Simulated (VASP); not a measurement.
# GdO (F-43m) in VASP: notebook

Aim: see how the results for GdO move with the level of theory and the settings. Levels: PBE+D4+U, PBE+D3(BJ)+U, BLYP+D3(BJ)+U. Tasks: single point.

All numbers are computed with VASP 6.6.1; they aren't measurements. Logs are shortened: lines on timing, memory, paths and dates and some standing lists are left out, and cuts for length are marked.

## (1) The cell of the first run

It takes space group F-43m (No. 216, cubic). The conventional cell has a = 5.393 Å, b = 5.393 Å, c = 5.393 Å, α = 90.00°, β = 90.00°, γ = 90.00°. Gd (site symmetry -43m) has 4 O at 2.34 Å within 3.1 Å. Within 3.1 Å of O (site symmetry -43m) lie 4 Gd at 2.34 Å.

## (2) Single point, PBE+D4+U, collinear spin, ferromagnetic start (volume scaled by 1.02)

INCAR reads:

```
SYSTEM = GdO
ALGO = Normal ; EDIFF = 1E-6
ENCUT = 520 ; GGA = PE
ISIF = 2 ; ISMEAR = 0
ISPIN = 2 ; IVDW = 13
LASPH = .TRUE. ; LCHARG = .FALSE.
LDAU = .TRUE. ; LDAUJ = 0 0
LDAUL = 3 -1 ; LDAUPRINT = 1
LDAUTYPE = 2 ; LDAUU = 6 0
LMAXMIX = 6 ; LORBIT = 11
LREAL = .FALSE. ; LWAVE = .FALSE.
MAGMOM = 7.72 0.02 ; NBANDS = 23
NELM = 150 ; PREC = Accurate
SIGMA = 0.05
```

KPOINTS reads:

```
k-points
0
G
  8 8 8
  0 0 0
```

POSCAR reads:

```
GdO
1.0
    0.0000000000      2.6967158927      2.6967158927
    2.6967158927      0.0000000000      2.6967158927
    2.6967158927      2.6967158927      0.0000000000
Gd O
1 1
Direct
    0.0000000000      0.0000000000      0.0000000000
    0.2500000000      0.2500000000      0.2500000000
```

Potentials or basis: VASP PAW PBE potentials, release 64 (Gd, O).

Run with:

```
> cat potpaw_PBE.64/Gd/POTCAR potpaw_PBE.64/O/POTCAR > POTCAR
> mpirun -np 1 vasp_std > vasp.out
```

OUTCAR:

```text
SYSTEM = GdO
   EDIFF = 1E-6
   ENCUT = 520
   GGA = PE
   ISIF = 2
   ISMEAR = 0
   ISPIN = 2
   IVDW = 13
   LASPH = .TRUE.
   LORBIT = 11
   LREAL = .FALSE.
   NELM = 150
   PREC = Accurate

 ion  position               nearest neighbor table
   1  0.000  0.000  0.000-   2 2.34   2 2.34   2 2.34   2 2.34
   2  0.250  0.250  0.250-   1 2.34   1 2.34   1 2.34   1 2.34

  LATTYP: Found a face centered cubic cell.
 ALAT       =     5.3934317854

  Lattice vectors:

 A1 = (   0.0000000000,   2.6967158927,   2.6967158927)
 A2 = (   2.6967158927,   0.0000000000,   2.6967158927)
 A3 = (   2.6967158927,   2.6967158927,   0.0000000000)

Analysis of symmetry for initial positions (statically):
=====================================================================
 Subroutine PRICEL returns:
 Original cell was already a primitive cell.

 Routine SETGRP: Setting up the symmetry group for a
 face centered cubic supercell.

 Subroutine GETGRP returns: Found 24 space group operations
 (whereof 24 operations were pure point group operations)
 out of a pool of 48 trial point group operations.

The static configuration has the point symmetry T_d .

Analysis of symmetry for dynamics (positions and initial velocities):
=====================================================================
 Subroutine PRICEL returns:
 Original cell was already a primitive cell.

 Routine SETGRP: Setting up the symmetry group for a
 face centered cubic supercell.

 Subroutine GETGRP returns: Found 24 space group operations
 (whereof 24 operations were pure point group operations)
 out of a pool of 48 trial point group operations.

The dynamic configuration has the point symmetry T_d .

Analysis of structural, dynamic, and magnetic symmetry:
=====================================================================
 Subroutine PRICEL returns:
 Original cell was already a primitive cell.
[... 184 lines left out ...]
  o =  0.9918  v =  0.7906  0.0000  0.6124 -0.0003 -0.0002 -0.0000  0.0003  0.0000  0.0000  0.0000  0.0000  0.0000  0.0000  0.0000      0.0000  0.0000  0.0000  0.0000  0.0000  0.0000  0.0000  0.0000  0.0000  0.0000  0.0000  0.0000  0.0000  0.0000
  o =  0.9918  v =  0.0003  0.0000  0.0002 -0.0046  0.6124 -0.0000 -0.7906  0.0000  0.0000  0.0000  0.0000  0.0000  0.0000  0.0000      0.0000  0.0000  0.0000  0.0000  0.0000  0.0000  0.0000  0.0000  0.0000  0.0000  0.0000  0.0000  0.0000  0.0000
  o =  0.9921  v = -0.0000 -0.0000  0.0000  0.0000 -0.0025 -1.0000 -0.0019  0.0000  0.0000  0.0000  0.0000  0.0000  0.0000  0.0000      0.0000  0.0000  0.0000  0.0000  0.0000  0.0000  0.0000  0.0000  0.0000  0.0000  0.0000  0.0000  0.0000  0.0000
  o =  0.9921  v = -0.6049  0.0000  0.7809  0.0000 -0.1234  0.0005 -0.0956  0.0000  0.0000  0.0000  0.0000  0.0000  0.0000  0.0000      0.0000  0.0000  0.0000  0.0000  0.0000  0.0000  0.0000  0.0000  0.0000  0.0000  0.0000  0.0000  0.0000  0.0000
  o =  0.9921  v = -0.0956  0.0000  0.1234 -0.0000  0.7809 -0.0031  0.6049  0.0000  0.0000  0.0000  0.0000  0.0000  0.0000  0.0000      0.0000  0.0000  0.0000  0.0000  0.0000  0.0000  0.0000  0.0000  0.0000  0.0000  0.0000  0.0000  0.0000  0.0000
  o =  0.9986  v =  0.0000  1.0000 -0.0000  0.0000 -0.0000 -0.0000  0.0000  0.0000  0.0000  0.0000  0.0000  0.0000  0.0000  0.0000      0.0000  0.0000  0.0000  0.0000  0.0000  0.0000  0.0000  0.0000  0.0000  0.0000  0.0000  0.0000  0.0000  0.0000

 number of electron      23.9999991 magnetization       7.9414272

 Free energy of the ion-electron system (eV)
  ---------------------------------------------------
  ext. energy  EPLUGINS =         0.00000000
  ---------------------------------------------------
  free energy    TOTEN  =       -21.69450991 eV

  energy without entropy =      -21.69351237  energy(sigma->0) =      -21.69401114

 E-fermi :   4.1050     XC(G=0): -10.1023

 val. band max:        4.0838967121   @ k =   0.3750   0.1250   0.0000
 cond. band min:       4.1066460525   @ k =   0.3750   0.0000   0.0000
 fundamental gap:      0.0227493403
 Fermi energy:         4.1049836941

 spin component 1

 k-point     1 :       0.0000    0.0000    0.0000
  band No.  band energies     occupation
      1     -41.8190      1.00000
      2     -19.0043      1.00000
      3     -19.0043      1.00000
      4     -19.0043      1.00000
      5     -15.3305      1.00000
      6      -4.3893      1.00000
[... 1241 lines left out ...]
     22      13.2032      0.00000
     23      16.8454      0.00000

 [... further k-points ...]

------------------------ aborting loop because EDIFF is reached ----------------------------------------

  DFT-D4 for vdW energy calculation

  Edisp (eV):   -0.47721

  FORCE on cell =-STRESS in cart. coord.  units (eV):
  Direction    XX          YY          ZZ          XY          YZ          ZX
  --------------------------------------------------------------------------------------
  -------------------------------------------------------------------------------------
  Total      -0.47353    -0.47353    -0.47353     0.00000     0.00000     0.00000
  in kB     -19.34310   -19.34310   -19.34310     0.00000     0.00000     0.00000
  external pressure =      -19.34 kB  Pullay stress =        0.00 kB

 VOLUME and BASIS-vectors are now :
 -----------------------------------------------------------------------------
  energy-cutoff  :      520.00
  volume of cell :       39.22
      direct lattice vectors                 reciprocal lattice vectors
     0.000000000  2.696715893  2.696715893    -0.185410707  0.185410707  0.185410707
     2.696715893  0.000000000  2.696715893     0.185410707 -0.185410707  0.185410707
     2.696715893  2.696715893  0.000000000     0.185410707  0.185410707 -0.185410707

 POSITION                                       TOTAL-FORCE (eV/Angst)
 -----------------------------------------------------------------------------------
      0.00000      0.00000      0.00000         0.000000     -0.000000     -0.000000
      1.34836      1.34836      1.34836        -0.000000      0.000000      0.000000
 -----------------------------------------------------------------------------------
    total drift:                                0.000000      0.000000      0.000000

  FREE ENERGIE OF THE ION-ELECTRON SYSTEM (eV)
  ---------------------------------------------------
  free  energy   TOTEN  =       -22.1717226658 eV

  energy  without entropy=      -22.1707251253  energy(sigma->0) =      -22.17122390

 total charge

# of ion       s       p       d       f       tot
--------------------------------------------------
    1        2.034   5.643   0.514   6.973  15.164
    2        1.568   3.438   0.000   0.000   5.005
--------------------------------------------------
tot          3.602   9.080   0.514   6.973  20.170

 magnetization (x)

# of ion       s       p       d       f       tot
--------------------------------------------------
    1        0.006  -0.057   0.206   6.915   7.070
    2        0.005   0.003   0.000   0.000   0.008
--------------------------------------------------
tot          0.011  -0.053   0.206   6.915   7.079
```

stdout:

```text
POSCAR found type information on POSCAR GdO
 POSCAR found :  2 types and       2 ions
 scaLAPACK will be used
 LDA part: xc-table for (Slater+PW92), standard interpolation
 POSCAR, INCAR and KPOINTS ok, starting setup
 FFT: planning ... GRIDC
 FFT: planning ... GRID_SOFT
 FFT: planning ... GRID
 WAVECAR not read
 entering main loop
```

It took 2.2 min on 1 thread of AMD EPYC 7R13, shared host; peak memory 0.18 GiB.

What came out:

```
Free energy                                           : -22.1717 eV
Pressure                                              : -1.9 GPa
Net moment                                            : 7.94 μB per cell
Site moments                                          : Gd +7.07; O +0.01 μB
Valence electrons inside the program's atomic spheres : Gd 15.16; O 5.00
Dispersion energy per atom                            : -0.239 eV
```

Levels at points of the mesh, in eV from the Fermi level:
Spin up:
| k point | band 14 | band 15 | band 16 | band 17 | band 18 | band 19 |
| --- | --- | --- | --- | --- | --- | --- |
| (0.00, 0.00, 0.00) | -5.62 | -5.62 | -2.44 | 2.46 | 2.46 | 4.36 |
| (0.50, 0.00, 0.00) | -5.21 | -5.21 | 0.03 | 2.33 | 2.33 | 2.87 |
| (0.50, 0.50, 0.00) | -4.48 | -4.48 | -1.03 | 0.94 | 4.01 | 4.46 |
Spin down:
```
           k point  band 6  band 7  band 8  band 9  band 10  band 11
(0.00, 0.00, 0.00)   -5.47   -5.47   -5.47   -1.05     2.72     2.72
(0.50, 0.00, 0.00)   -5.07   -5.07   -5.05    1.42     2.40     2.62
(0.50, 0.50, 0.00)   -6.01   -4.36   -4.36    0.95     1.42     2.78
```

Eigenvalues of the final occupation matrices:
```tsv
site	spin	trace	eigenvalues
site 1 f	1	6.95	0.99 0.99 0.99 0.99 0.99 0.99 1.00
site 1 f	2	0.03	0.00 0.00 0.00 0.00 0.00 0.00 0.01
```

Caveat: the cell differs from its parent crystal (volume scaled by 1.02); spin-orbit coupling is left out, which moves the levels of the heavy elements; a cell with one magnetic atom can't hold antiferromagnetic order, which such compounds often take; pairwise dispersion overbinds metals, which lowers pressure and volume.

## (3) Single point, PBE+D3(BJ)+U, collinear spin, ferromagnetic start

This run uses another cell than the first one, of 19.68 Å³/atom, 1.004 times its volume.

INCAR reads:

```
PREC = Accurate
ENCUT = 520
EDIFF = 1E-6
ISMEAR = 0
SIGMA = 0.05
LREAL = F
LASPH = T
NELM = 150
ALGO = Normal
ISIF = 2
LWAVE = F
LCHARG = F
ISPIN = 2
MAGMOM = 7.72 0
LORBIT = 11
LMAXMIX = 6
LDAU = T
LDAUTYPE = 2
LDAUL = 3 -1
LDAUU = 6 0
LDAUJ = 0 0
LDAUPRINT = 1
GGA = PE
IVDW = 12
NBANDS = 23
```

KPOINTS reads:

```
Automatic mesh
0
Gamma
  8 8 8
```

POSCAR reads:

```
GdO
1.0
    0.0000000000      2.7000000000      2.7000000000
    2.7000000000      0.0000000000      2.7000000000
    2.7000000000      2.7000000000      0.0000000000
Gd O
1 1
Direct
    0.0000000000      0.0000000000      0.0000000000
    0.2500000000      0.2500000000      0.2500000000
```

Potentials or basis: VASP PAW PBE potentials, release 64 (Gd, O).

Run with:

```
> cat potpaw_PBE.64/Gd/POTCAR potpaw_PBE.64/O/POTCAR > POTCAR
> mpirun -np 1 vasp_std > vasp.out
```

It took 2.2 min on 1 thread of AMD EPYC 7R13, shared host; peak memory 0.19 GiB.

Results (log left out):

| Quantity | Value |
| --- | --- |
| Free energy | -22.2409 eV |
| Pressure | -2.4 GPa |
| Net moment | 7.94 μB per cell |
| Site moments | Gd +7.07; O +0.01 μB |
| Valence electrons inside the program's atomic spheres | Gd 15.16; O 5.00 |
| Dispersion energy per atom | -0.273 eV |

Levels at points of the mesh, in eV from the Fermi level:
Spin up:
```
           k point  band 13  band 14  band 15  band 16  band 17  band 18  band 19  band 20
(0.00, 0.00, 0.00)    -5.60    -5.60    -5.60    -2.44     2.45     2.45     4.34     4.34
(0.50, 0.00, 0.00)    -5.39    -5.19    -5.19     0.03     2.32     2.32     2.86     4.43
(0.50, 0.50, 0.00)    -6.18    -4.47    -4.47    -1.02     0.94     4.00     4.45     4.45
```
Spin down:
```tsv
k point	band 4	band 5	band 6	band 7	band 8	band 9	band 10	band 11	band 12	band 13
(0.00, 0.00, 0.00)	-20.71	-19.29	-5.45	-5.45	-5.45	-1.05	2.72	2.72	2.72	3.01
(0.50, 0.00, 0.00)	-20.80	-18.11	-5.06	-5.06	-5.03	1.42	2.39	2.61	2.61	2.93
(0.50, 0.50, 0.00)	-20.95	-17.78	-5.99	-4.35	-4.35	0.95	1.42	2.78	2.84	2.84
```

Eigenvalues of the final occupation matrices:
```
    site  spin  trace                         eigenvalues
site 1 f     1   6.95  0.99 0.99 0.99 0.99 0.99 0.99 1.00
site 1 f     2   0.03  0.00 0.00 0.00 0.00 0.00 0.00 0.01
```

Caveat: spin-orbit coupling is left out, which moves the levels of the heavy elements; a cell with one magnetic atom can't hold antiferromagnetic order, which such compounds often take; pairwise dispersion overbinds metals, which lowers pressure and volume.

(Part 1 of 2 ends here.)
